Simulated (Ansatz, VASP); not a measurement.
## Gd2NF3 in VASP and in Ansatz

```
Gd N F
1.0
     3.95490    0.00000    0.00000
     0.00000    3.95490    0.00000
     0.00000    0.00000    5.68452
Gd N F
2 1 3
Direct
  0.00000 0.50000 0.28160
  0.50000 0.00000 0.71840
  0.00000 0.00000 0.50000
  0.50000 0.50000 0.00000
  0.00000 0.00000 0.00000
  0.50000 0.50000 0.50000
```

Change from the starting cell: species swapped into the Li3MnAs2 type (P-4m2, No. 115).

Alike in both runs: functional PBE; k mesh 3 × 3 × 2; occupations gaussian, width 0.15 eV; collinear spin.

Ansatz relaxed the structure, and its values are those at the end. VASP's run is a single point on that final structure, the one shown.

|  | VASP | Ansatz |
| --- | --- | --- |
| version | VASP 6.6.1 | Ansatz 0.2.0 |
| potentials or method | VASP PAW PBE potentials, release 64 (Gd, N, F), cutoff 600 eV | scalar-relativistic, plane waves, PAW |
| valence electrons in the cell | 62 | 62 |

|  | VASP | Ansatz | Ansatz less VASP |
| --- | --- | --- | --- |
| gap on the k mesh at the Fermi level (eV) | 1.83 | 1.79 | -0.037 |
| least direct gap on the mesh (eV) | 1.84 | 1.80 | -0.037 |
| pressure (GPa) | -0.6 | -0.6 | +0.09 |
| rms of the force components (eV/Å) | 0.003 | 0.000 | -0.0030 |
| net moment per atom (μB) | 2.33 | 2.33 | 0.000 |
| size of the moment on the site where the two differ most (μB) | 6.76 | 6.79 | +0.032 |

Site moments also hang on the region over which each program counts them. The functional is the same, so the differences come from potentials, cutoffs and numerics.

The k mesh is coarse, so the values compare programs but aren't converged. Neither program's run includes spin-orbit coupling.
